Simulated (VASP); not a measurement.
Write the native input for VASP 6.6.1 that does the following.

- Task: single point
- Functional: PBEsol
- Potentials or basis: VASP PAW PBE potentials, release 64 (Fe)
- Cutoff: 520 eV
- k mesh: 11 × 11 × 15
- Occupations: fermi-dirac, width 0.1 eV
- Spin: no spin polarisation
- Dipole correction: no
- Further INCAR settings: ALGO = Normal; EDIFF = 1e-07; NBANDS = 19

The structure of Fe lies in POSCAR:

```
Fe
1.0
    3.8596260598      0.0000000000      0.0000000000
   -1.9298130299      3.3425342169      0.0000000000
    0.0000000000      0.0000000000      2.4244893487
Fe
3
Direct
    1.0000000000      1.0000000000      0.0000000000
    0.3333333333      0.6666666667      0.5000000000
    0.6666666667      0.3333333333      0.5000000000
```

This isn't the form of Fe at room conditions, which is bcc.

The input as run:

INCAR

```
SYSTEM = Fe
PREC = Accurate
ENCUT = 520
EDIFF = 1E-7
ISMEAR = -1
SIGMA = 0.1
LREAL = .FALSE.
LASPH = .TRUE.
NELM = 100
ALGO = Normal
ISIF = 2
LWAVE = .FALSE.
LCHARG = .FALSE.
GGA = PS
NBANDS = 19
```

KPOINTS

```
regular mesh
0
G
  11 11 15
  0 0 0
```

Potentials or basis: VASP PAW PBE potentials, release 64 (Fe).

Launch:

```sh
$ cat potpaw_PBE.64/Fe/POTCAR > POTCAR
$ mpirun -np 1 vasp_std > vasp.out
```

It gave:

| Property | Result |
| --- | --- |
| Pressure | -11.4 GPa |
| Band gap on the k mesh | zero (bands 12 and 13 overlap by 1.41 eV) |

Caveat: the cell stands under tension; the PAW data sets were made with another functional, which shifts forces and pressure a little; the run has no spin polarisation, though such a crystal can be magnetic.

Run time: 2.6 min on 1 thread of Intel Xeon 8259CL (shared host), peak memory 0.19 GiB.
